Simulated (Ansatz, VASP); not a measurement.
Sb: VASP beside Ansatz

```
CELL_PARAMETERS angstrom
3.08452 0.00000 0.00000
0.00000 4.32717 0.00000
0.00000 0.00000 7.40461
ATOMIC_POSITIONS crystal
Sb 0.50000 0.50000 0.79408
Sb 0.50000 0.50000 0.20592
Sb 0.50000 0.00000 0.50000
```

Alike in both runs: functional PBE; k mesh 14 × 10 × 8; occupations gaussian, width 0.1 eV; no spin polarisation.

Ansatz relaxed the structure, and its values are those at the end. VASP's run is a single point on that final structure, the one shown.

|  | VASP | Ansatz |
| --- | --- | --- |
| version | VASP 6.6.1 | Ansatz 0.2.0 |
| potentials or method | VASP PAW PBE potentials, release 64 (Sb), cutoff 520 eV | scalar-relativistic, plane waves, PAW |
| valence electrons in the cell | 15 | 45 |

```csv
,VASP,Ansatz,Ansatz less VASP
gap on the k mesh at the Fermi level (eV),none,none,-
pressure (GPa),0.0,0.0,+0.01
rms of the force components (eV/Å),0.004,0.003,-0.0007
```

A gap of «none» marks a metal or a gap that the smearing closes. VASP's potentials hold 15 valence electrons a cell and Ansatz's 45, so a difference there can come from the potentials and not from the codes.

Spin-orbit coupling is off throughout.
